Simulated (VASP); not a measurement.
The system is HfB.

```
Hf B
1.0
     0.00000    2.32530    2.32530
     2.32530    0.00000    2.32530
     2.32530    2.32530    0.00000
Hf B
1 1
Direct
  0.50000 0.50000 0.50000
  0.00000 0.00000 0.00000
```

This cell differs from its parent crystal: volume scaled by 1.02.

Program: VASP 6.6.1. Alike in all runs: task single point; no spin polarisation; cell as given; k mesh 10 × 10 × 10; cutoff (eV) 520; smearing fermi-dirac 0.05 eV.

Question: Order these runs on this cell by their pressure, lowest first.
A. level PBE; potentials or basis VASP PAW PBE potentials, release 64 (Hf_pv, B)
B. level LDA; potentials or basis VASP PAW LDA potentials, release 64 (Hf_pv, B)
C. level PBEsol; potentials or basis VASP PAW PBE potentials, release 64 (Hf_pv, B)

Answer: B (14.6 GPa), C (19.2 GPa), A (25.1 GPa).

Caveats: the PAW data sets were made with another functional, which shifts forces and pressure a little (some runs).
